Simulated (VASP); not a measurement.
A run of VASP 6.6.1:

The input INCAR:

```
PREC     = Accurate       # precision mode
ENCUT    = 520            # plane-wave cutoff, eV
EDIFF    = 1E-6           # SCF threshold, eV
ISMEAR   = 0              # smearing method
SIGMA    = 0.01           # smearing width, eV
LREAL    = False          # projectors in reciprocal space
LASPH    = True           # aspherical terms in the spheres
NELM     = 60             # most SCF steps
ALGO     = Normal         # electronic algorithm
ISIF     = 2              # what is computed and relaxed
LWAVE    = False          # write WAVECAR
LCHARG   = False          # write CHGCAR
GGA      = PE             # functional
NBANDS   = 12             # bands
```

Contents of KPOINTS:

```
regular mesh
0
Gamma
  6 6 6
```

POSCAR

```
LiF
1.0
   -0.0186235506      1.9961969043      1.9961969043
    1.9961969043     -0.0186235506      1.9961969043
    1.9961969043      1.9961969043     -0.0186235506
Li F
1 1
Direct
    0.0000000000      0.0000000000      0.0000000000
    0.5000000000      0.5000000000      0.5000000000
```

Potentials or basis: VASP PAW PBE potentials, release 64 (Li_sv, F).

The run is started by

```sh
$ cat potpaw_PBE.64/Li_sv/POTCAR potpaw_PBE.64/F/POTCAR > POTCAR
$ mpirun -np 1 vasp_std > vasp.out
```

Hardware: 1 thread of Intel(R) Xeon(R) Platinum 8488C (Sapphire Rapids), on a shared host.

Problem. Estimate the wall time of this run.

Solution. It took 5.2 s on 1 thread of Intel(R) Xeon(R) Platinum 8488C (Sapphire Rapids) (shared host), peak memory 0.13 GiB. Counts: scf iterations 11, k points 32.
